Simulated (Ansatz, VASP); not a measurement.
## In2Au: VASP beside Ansatz

File INCAR:

```
PREC = Accurate ; ENCUT = 520
EDIFF = 1E-6 ; ISMEAR = -1
SIGMA = 0.05 ; LREAL = F
LASPH = T ; NELM = 100
ALGO = Normal ; ISIF = 2
LWAVE = F ; LCHARG = T
LELF = T ; LVHAR = T
NBANDS = 26
```

File KPOINTS:

```
Automatic mesh
0
Gamma
  10 10 10
```

POSCAR

```
In2Au
1.0
    0.0000000000      3.2401270091      3.2401270091
    3.2401270091      0.0000000000      3.2401270091
    3.2401270091      3.2401270091      0.0000000000
In Au
2 1
Direct
    0.2500000000      0.2500000000      0.2500000000
    0.7500000000      0.7500000000      0.7500000000
    0.0000000000      0.0000000000      0.0000000000
```

Input for Ansatz:

```yaml
crystal:
  lattice:
    - [0.0, 3.2401270091, 3.2401270091]
    - [3.2401270091, 0.0, 3.2401270091]
    - [3.2401270091, 3.2401270091, 0.0]
  atoms:
    - { symbol: In, position: [0.25, 0.25, 0.25] }
    - { symbol: In, position: [0.75, 0.75, 0.75] }
    - { symbol: Au, position: [0.0, 0.0, 0.0] }
kpoints:
  mp_grid: { grid: [10, 10, 10] }
  band_path:
    path:
      - [0.0, 0.0, 0.0]
      - [0.5, 0.0, 0.5]
      - [0.625, 0.25, 0.625]
      - [0.375, 0.375, 0.75]
      - [0.0, 0.0, 0.0]
      - [0.5, 0.5, 0.5]
      - [0.5, 0.25, 0.75]
      - [0.5, 0.0, 0.5]
    npoints: 5
scf:
  occupations: { method: fermi_dirac, width: 0.05 }
hamiltonian:
  xc: lda
  pseudopotentials: { kind: all_electron, lapw: { basis_error: 0.0005 } }
output:
  forces: true
  stress: true
  eigenvalues: true
```

Change from the starting cell: volume scaled by 0.99.

Alike in both runs: task single point; functional LDA; k mesh 10 × 10 × 10; occupations fermi-dirac, width 0.05 eV; no spin polarisation.

|  | VASP | Ansatz |
| --- | --- | --- |
| version | VASP 6.6.1 | Ansatz 0.2.0 |
| potentials or method | VASP PAW LDA potentials, release 64 (In_d, Au), cutoff 520 eV | all-electron LAPW, scalar-relativistic |

Ansatz gave:

```
pressure (GPa) : -0.6
```

What did VASP give for the same quantities?

Pressure (GPa): -0.5.

LDA's correlation is that of Perdew and Zunger in VASP and of Perdew and Wang (1992) in Ansatz. Ansatz ran all-electron here, and VASP with PAW potentials.

Spin-orbit coupling is off throughout.
